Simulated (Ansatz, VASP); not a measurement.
Two plane-wave programs on LiBr

INCAR

```
SYSTEM = LiBr
  ALGO = Normal
  EDIFF = 1E-6
  ENCUT = 750
  GGA = PE
  GGA_COMPAT = .FALSE.
  ISIF = 2
  ISMEAR = 0
  LASPH = .TRUE.
  LCHARG = .FALSE.
  LREAL = .FALSE.
  LWAVE = .FALSE.
  NBANDS = 12
  NELM = 120
  PREC = Accurate
  SIGMA = 0.01
```

Contents of KPOINTS:

```
k-points
0
G
  6 6 6
  0 0 0
```

The input POSCAR:

```
LiBr
1.0
    0.0000000000      2.7822681144      2.7822681144
    2.7822681144      0.0000000000      2.7822681144
    2.7822681144      2.7822681144      0.0000000000
Li Br
1 1
Direct
    0.0000000000      0.0000000000      0.0000000000
    0.5000000000      0.5000000000      0.5000000000
```

Input for Ansatz:

```yaml
crystal:
  lattice:
    - [0.0, 2.7822681144, 2.7822681144]
    - [2.7822681144, 0.0, 2.7822681144]
    - [2.7822681144, 2.7822681144, 0.0]
  atoms:
    - { symbol: Li, position: [0.0, 0.0, 0.0] }
    - { symbol: Br, position: [0.5, 0.5, 0.5] }
kpoints:
  mp_grid: { grid: [6, 6, 6] }
hamiltonian:
  xc: pbe
scf:
  occupations: { method: fixed }
  n_extra_bands: 4
output:
  forces: true
  stress: true
  eigenvalues: true
```

Alike in both runs: task single point; functional PBE; k mesh 6 × 6 × 6; no spin polarisation.

```csv
,VASP,Ansatz
version,VASP 6.6.1,Ansatz 0.2.0
potentials or method,"VASP PAW PBE potentials, release 64 (Li_sv, Br)","plane waves, PAW"
plane-wave cutoff (eV),750,420
occupations,"gaussian, width 0.01 eV",fixed
valence electrons in the cell,10,10
```

Ansatz gave:

| Item | Value |
| --- | --- |
| gap on the k mesh at the Fermi level (eV) | 4.79 |
| pressure (GPa) | -0.7 |

Task: Which values does VASP return?

Result: gap on the k mesh at the Fermi level (eV): 4.80; pressure (GPa): -0.7.
